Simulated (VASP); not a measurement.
NaB4, 5 atoms in the cell. The structure is orthorhombic, space group Cmmm (No. 65). Conventional cell: a = 4.404 Å, b = 8.327 Å, c = 3.188 Å, α = 90.00°, β = 90.00°, γ = 90.00°. Na (site symmetry mmm) has 14 B at 2.34 to 3.25 Å and 2 Na at 3.19 Å within 3.3 Å. Within 2.3 Å of B (site symmetry m2m) lie 2 B at 1.75 Å. B (site symmetry mm2) has 4 B at 1.59 to 1.75 Å within 2.1 Å. The cell was built from a structure type or drawn by symmetry, and may not be a known phase.

```yaml
Program: VASP 6.6.1
Task: single point
Functional: PBE
Potentials_or_basis: VASP PAW PBE potentials, release 64 (Na_pv, B)
Cutoff: 500 eV
k_mesh: 4 × 4 × 5
Occupations: gaussian, width 0.2 eV
Spin: no spin polarisation
Dipole_correction: no
Further_INCAR_settings: ALGO = Normal; EDIFF = 1e-06; NBANDS = 18
```

Potentials or basis: VASP PAW PBE potentials, release 64 (Na_pv, B).

The run is started by

```console
$ cat potpaw_PBE.64/Na_pv/POTCAR potpaw_PBE.64/B/POTCAR > POTCAR
$ mpirun -np 1 vasp_std > vasp.out
```

Hardware: 1 thread of Intel(R) Xeon(R) Platinum 8488C (Sapphire Rapids), on a shared host.

Task: Estimate the wall time of this run.

Result: Wall time 15 s on 1 thread of Intel(R) Xeon(R) Platinum 8488C (Sapphire Rapids), with other jobs on the host, peak memory 0.17 GiB. Counts: scf iterations 14, k points 21.
